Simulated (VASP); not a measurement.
Runs of VASP 6.6.1 on Cu. The structure is that of space group Fm-3m (No. 225), or close to it. The cells are those of the table. 

| task | cell | gap on the mesh (eV) | pressure (GPa) |
| --- | --- | --- | --- |
| electric field gradients | a = 2.595 Å, angles 58.0°, 1 atom | none | -5.4 |
| single point | a = 2.518 Å, angles 62.0°, 1 atom | none | -5.4 |
| electric field gradients | a = 2.504 Å, angles 60.0°, 1 atom | none | 3.9 |
| single point | a = 2.569 Å, angles 59.3°, 1 atom | none | -5.8 |
| single point | a = 2.569, b = 2.569, c = 2.582 Å, angles 59.8, 59.8, 60.3°, 1 atom | none | -8.4 |
| electric field gradients | a = 2.531, b = 2.531, c = 2.505 Å, angles 60.3, 60.3, 59.3°, 1 atom | none | 0.2 |
| electric field gradients | a = 2.569, b = 2.569, c = 2.582 Å, angles 59.8, 59.8, 60.3°, 1 atom | none | -8.4 |
| single point | a = 2.543, b = 2.543, c = 2.531 Å, angles 60.2, 60.2, 59.7°, 1 atom | none | (a) |

Alike in all rows: level PBEsol; potentials or basis VASP PAW PBE potentials, release 64 (Cu); no spin polarisation; k mesh 19 × 19 × 19; cutoff (eV) 520; smearing fermi-dirac 0.08 eV.

Task: Estimate the missing entries.

Result: (a) -3.0.

Caveats: the PAW data sets were made with another functional, which shifts forces and pressure a little.

A gap of «none» marks levels without a gap at the run's occupations.
